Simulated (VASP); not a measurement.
Write the native input for VASP 6.6.1 that does the following.

```
Task                   : single point
Functional             : PBE
Potentials or basis    : VASP PAW PBE potentials, release 64 (Li_sv, Br, F)
Cutoff                 : 520 eV
k mesh                 : 4 × 4 × 4
Occupations            : gaussian, width 0.02 eV
Spin                   : no spin polarisation
Dipole correction      : no
Further INCAR settings : LREAL = Auto; ALGO = Normal; EDIFF = 1e-06; NBANDS = 54
```

The structure of Li4BrF3 lies in POSCAR:

```
Li4BrF3
1.0
    6.7881438465      0.0000000000      0.0000000000
    0.0000000000      5.8707382609      0.0000000000
    0.0000000000      0.0000000000      5.3494398476
Li Br F
8 2 6
Direct
    0.2924032804      0.6325420365      0.8464880209
    0.7075967196      0.6325420365      0.8464880209
    0.0000000000      0.2544497540      0.8500284984
    0.0000000000      0.8589120937      0.4814567368
    0.2075967196      0.3674579635      0.3464880209
    0.7924032804      0.3674579635      0.3464880209
    0.5000000000      0.7455502460      0.3500284984
    0.5000000000      0.1410879063      0.9814567368
    0.0000000000      0.8487575813      0.9958578186
    0.5000000000      0.1512424187      0.4958578186
    0.2507120529      0.6526205994      0.4979152501
    0.7492879471      0.6526205994      0.4979152501
    0.0000000000      0.2108572940      0.4988504042
    0.2492879471      0.3473794006      0.9979152501
    0.7507120529      0.3473794006      0.9979152501
    0.5000000000      0.7891427060     -0.0011495958
```

The input as run:

INCAR

```
SYSTEM = Li4BrF3
ALGO = Normal ; EDIFF = 1E-6
ENCUT = 520 ; GGA = PE
ISIF = 2 ; ISMEAR = 0
LASPH = .True. ; LCHARG = .False.
LREAL = Auto ; LWAVE = .False.
NBANDS = 54 ; NELM = 80
PREC = Accurate ; SIGMA = 0.02
```

KPOINTS

```
k-points
0
Gamma
  4 4 4
  0 0 0
```

Potentials or basis: VASP PAW PBE potentials, release 64 (Li_sv, Br, F).

The run is started by

```sh
$ cat potpaw_PBE.64/Li_sv/POTCAR potpaw_PBE.64/Br/POTCAR potpaw_PBE.64/F/POTCAR > POTCAR
$ mpirun -np 1 vasp_std > vasp.out
```

Results of the run:

```yaml
Largest_force: 0.013 eV/Å
Band_gap_on_the_k_mesh: 5.78 eV
```

Run time: 3.3 min on 1 thread of Intel(R) Xeon(R) 6975P-C (Granite Rapids), with other jobs on the host, peak memory 0.41 GiB.
